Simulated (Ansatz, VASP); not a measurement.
One calculation of SiC, two programs

```
CELL_PARAMETERS angstrom
0.00000 2.18000 2.18000
2.18000 0.00000 2.18000
2.18000 2.18000 0.00000
ATOMIC_POSITIONS crystal
Si 0.00000 0.00000 0.00000
C 0.25000 0.25000 0.25000
```

Alike in both runs: task single point; functional PBE; k mesh 8 × 8 × 8; occupations gaussian, width 0.1 eV; no spin polarisation.

|  | VASP | Ansatz |
| --- | --- | --- |
| version | VASP 6.6.1 | Ansatz 0.2.0 |
| potentials or method | VASP PAW PBE potentials, release 64 (Si, C), cutoff 600 eV | scalar-relativistic, plane waves, PAW |
| valence electrons in the cell | 8 | 8 |

Ansatz gave:

| Property | Result |
| --- | --- |
| gap on the k mesh at the Fermi level (eV) | 1.36 |
| least direct gap on the mesh (eV) | 4.55 |
| pressure (GPa) | 3.0 |

Problem. Estimate VASP's values.

Solution. gap on the k mesh at the Fermi level (eV): 1.36; least direct gap on the mesh (eV): 4.54; pressure (GPa): 2.8.

With one functional, cell and mesh, what is left measures potentials, basis and numerics.
